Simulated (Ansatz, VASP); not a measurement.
**LiNbO3 in VASP and in Ansatz**

File INCAR:

```
SYSTEM = LiNbO3
PREC     = Accurate       ! precision mode
ENCUT    = 520            ! plane-wave cutoff, eV
EDIFF    = 1E-6           ! SCF threshold, eV
ISMEAR   = 0              ! smearing method
SIGMA    = 0.05           ! smearing width, eV
LREAL    = .False.        ! projectors in reciprocal space
LASPH    = .True.         ! aspherical terms in the spheres
NELM     = 60             ! most SCF steps
ALGO     = Normal         ! electronic algorithm
ISIF     = 2              ! what is computed and relaxed
LWAVE    = .False.        ! write WAVECAR
LCHARG   = .True.         ! write CHGCAR
GGA      = PE             ! functional
LELF     = .True.         ! ELF
LVHAR    = .True.       
NBANDS   = 45             ! bands
```

The input KPOINTS:

```
Automatic mesh
0
Gamma
  6 6 6
  0 0 0
```

The input POSCAR:

```
LiNbO3
1.0
    2.6724500000      1.5429397270      4.5218333333
   -2.6724500000      1.5429397270      4.5218333333
    0.0000000000     -3.0858794537      4.5218333334
Li Nb O
2 2 6
Direct
    0.2500000000      0.2500000000      0.2500000000
    0.7500000000      0.7500000000      0.7500000000
    0.0000000000      0.0000000000      0.0000000000
    0.5000000000      0.5000000000      0.5000000000
    0.1303353734      0.3696646266      0.7500000000
    0.7500000000      0.1303353734      0.3696646266
    0.3696646266      0.7500000000      0.1303353734
    0.8696646266      0.6303353734      0.2500000000
    0.2500000000      0.8696646266      0.6303353734
    0.6303353734      0.2500000000      0.8696646266
```

Input for Ansatz:

```yaml
crystal:
  lattice:
    - [2.67245, 1.542939727, 4.5218333333]
    - [-2.67245, 1.542939727, 4.5218333333]
    - [0.0, -3.0858794537, 4.5218333334]
  atoms:
    - { symbol: Li, position: [0.25, 0.25, 0.25] }
    - { symbol: Li, position: [0.75, 0.75, 0.75] }
    - { symbol: Nb, position: [0.0, 0.0, 0.0] }
    - { symbol: Nb, position: [0.5, 0.5, 0.5] }
    - { symbol: O, position: [0.1303353734, 0.3696646266, 0.75] }
    - { symbol: O, position: [0.75, 0.1303353734, 0.3696646266] }
    - { symbol: O, position: [0.3696646266, 0.75, 0.1303353734] }
    - { symbol: O, position: [0.8696646266, 0.6303353734, 0.25] }
    - { symbol: O, position: [0.25, 0.8696646266, 0.6303353734] }
    - { symbol: O, position: [0.6303353734, 0.25, 0.8696646266] }
basis:
  ecutwfc: 520.0
kpoints:
  mp_grid: { grid: [6, 6, 6] }
hamiltonian:
  xc: pbe
  pseudopotentials: { kind: paw, azcp: { folder: soft_1 } }
scf:
  occupations: { method: gaussian, width: 0.05 }
output:
  forces: true
  stress: true
  eigenvalues: true
  write_density: true
  write_potential: true
  elf: true
  volumetric_format: npy
```

Alike in both runs: task single point; functional PBE; k mesh 6 × 6 × 6; occupations gaussian, width 0.05 eV; no spin polarisation.

```csv
,VASP,Ansatz
version,VASP 6.6.1,Ansatz 0.2.0
potentials or method,"VASP PAW PBE potentials, release 64 (Li_sv, Nb_sv, O), cutoff 520 eV","scalar-relativistic, plane waves, PAW"
valence electrons in the cell,68,68
```

|  | VASP | Ansatz | Ansatz less VASP |
| --- | --- | --- | --- |
| gap on the k mesh at the Fermi level (eV) | 2.39 | 2.41 | +0.012 |
| least direct gap on the mesh (eV) | 2.46 | 2.47 | +0.012 |
| rms of the force components (eV/Å) | 0.130 | 0.123 | -0.0071 |

Atom by atom the forces differ by 0.007 eV/Å (rms over components).

Noted on VASP's run: the cutoff is under 1.25 times that of the potentials, so the pressure is a little rough.
